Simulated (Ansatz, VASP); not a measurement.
# LiH: VASP beside Ansatz

```
Li H
1.0
     0.00000    2.04269    2.04269
     2.04269    0.00000    2.04269
     2.04269    2.04269    0.00000
Li H
1 1
Direct
  0.00000 0.00000 0.00000
  0.50000 0.50000 0.50000
```

Alike in both runs: task single point; functional PBE; k mesh 10 × 10 × 10; no spin polarisation.

|  | VASP | Ansatz |
| --- | --- | --- |
| version | VASP 6.6.1 | Ansatz 0.2.0 |
| potentials or method | VASP PAW PBE potentials, release 64 (Li_sv, H) | plane waves, PAW |
| plane-wave cutoff (eV) | 750 | 420 |
| occupations | gaussian, width 0.01 eV | fixed |
| valence electrons in the cell | 4 | 4 |

Ansatz gave:

| Item | Value |
| --- | --- |
| gap on the k mesh at the Fermi level (eV) | 3.03 |
| pressure (GPa) | -1.9 |

Problem. Estimate VASP's values.

Solution. gap on the k mesh at the Fermi level (eV): 3.02; pressure (GPa): -2.1.
